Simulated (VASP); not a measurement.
Write the native input for VASP 6.6.1 that does the following.

| Item | Value |
| --- | --- |
| Task | single point |
| Functional | PBEsol |
| Potentials or basis | VASP PAW PBE potentials, release 64 (Pt) |
| Cutoff | 520 eV |
| k mesh | 20 × 20 × 20 |
| Occupations | gaussian, width 0.15 eV |
| Spin | no spin polarisation |
| Dipole correction | no |
| Further INCAR settings | ALGO = Fast; EDIFF = 1e-06; NBANDS = 11 |

The structure of Pt lies in POSCAR:

```
Pt
1.0
   -1.7359920436      1.3848925292      1.5604422864
    1.3848925292     -1.7359920436      1.5604422864
    1.7359920436      1.7359920436     -1.9115418008
Pt
1
Direct
    0.0000000000      0.0000000000      0.0000000000
```

This cell differs from its parent crystal: engineering shear strain xz -0.2250, engineering shear strain yz -0.2250.

The input as run:

INCAR

```
PREC = Accurate ; ENCUT = 520
EDIFF = 1E-6 ; ISMEAR = 0
SIGMA = 0.15 ; LREAL = F
LASPH = T ; NELM = 80
ALGO = Fast ; ISIF = 2
LWAVE = F ; LCHARG = F
GGA = PS ; NBANDS = 11
```

KPOINTS

```
regular mesh
0
Gamma
  20 20 20
```

Potentials or basis: VASP PAW PBE potentials, release 64 (Pt).

The run is started by

```console
$ cat potpaw_PBE.64/Pt/POTCAR > POTCAR
$ mpirun -np 1 vasp_std > vasp.out
```

It gave:

The pressure is 41.1 GPa. The band gap on the k mesh is zero (bands 5 and 6 overlap by 4.35 eV).

Caveat: the cell differs from its parent crystal (engineering shear strain xz -0.2250, engineering shear strain yz -0.2250); the cell stands under pressure; the PAW data sets were made with another functional, which shifts forces and pressure a little; spin-orbit coupling is left out, which moves the levels of the heavy elements.

Run time: 3.8 min on 1 thread of Intel(R) Xeon(R) Platinum 8375C CPU @ 2.90GHz (Ice Lake), on a shared host, peak memory 0.44 GiB.
